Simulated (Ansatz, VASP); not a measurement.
As in VASP and in Ansatz

File INCAR:

```
SYSTEM = As
ALGO = Normal
DIPOL = 0.5 0.5 0.500
EDIFF = 1E-6
ENCUT = 520
IDIPOL = 3
ISIF = 2
ISMEAR = 0
LASPH = .True.
LCHARG = .False.
LDIPOL = .True.
LREAL = .False.
LWAVE = .False.
NBANDS = 12
NELM = 60
PREC = Accurate
SIGMA = 0.02
```

KPOINTS

```
k-points
0
Gamma
  9 9 1
  0 0 0
```

POSCAR

```
As
1.0
    3.6330000000      0.0000000000      0.0000000000
   -1.8165000000      3.1462702920      0.0000000000
    0.0000000000      0.0000000000     28.0000000000
As
2
Direct
    0.3333333333      0.6666666667      0.5317142857
    0.6666666667      0.3333333333      0.4682857143
```

Input for Ansatz:

```yaml
crystal:
  lattice:
    - [3.633, 0.0, 0.0]
    - [-1.8165, 3.146270292, 0.0]
    - [0.0, 0.0, 28.0]
  atoms:
    - { symbol: As, position: [0.3333333333, 0.6666666667, 0.5317142857] }
    - { symbol: As, position: [0.6666666667, 0.3333333333, 0.4682857143] }
  periodic: [true, true, false]
basis:
  ecutwfc: 420
kpoints:
  mp_grid: { grid: [9, 9, 1] }
hamiltonian:
  xc: lda
scf:
  occupations: { method: gaussian, width: 0.02 }
output:
  forces: true
  stress: true
  eigenvalues: true
```

Alike in both runs: task single point; functional LDA; k mesh 9 × 9 × 1; occupations gaussian, width 0.02 eV; no spin polarisation.

|  | VASP | Ansatz |
| --- | --- | --- |
| version | VASP 6.6.1 | Ansatz 0.2.0 |
| potentials or method | VASP PAW LDA potentials, release 64 (As), cutoff 520 eV | scalar-relativistic, plane waves, PAW |
| valence electrons in the cell | 10 | 30 |

Ansatz gave:

| Property | Result |
| --- | --- |
| gap on the k mesh at the Fermi level (eV) | none |
| rms of the force components (eV/Å) | 2.109 |

Problem. Which values does VASP return?

Solution. gap on the k mesh at the Fermi level (eV): none; rms of the force components (eV/Å): 2.097.

LDA's correlation is that of Perdew and Zunger in VASP and of Perdew and Wang (1992) in Ansatz. Atom by atom the forces differ by 0.012 eV/Å (rms over components). A gap of «none» marks a metal or a gap that the smearing closes. VASP's potentials hold 10 valence electrons a cell and Ansatz's 30, so a difference there can come from the potentials and not from the codes.
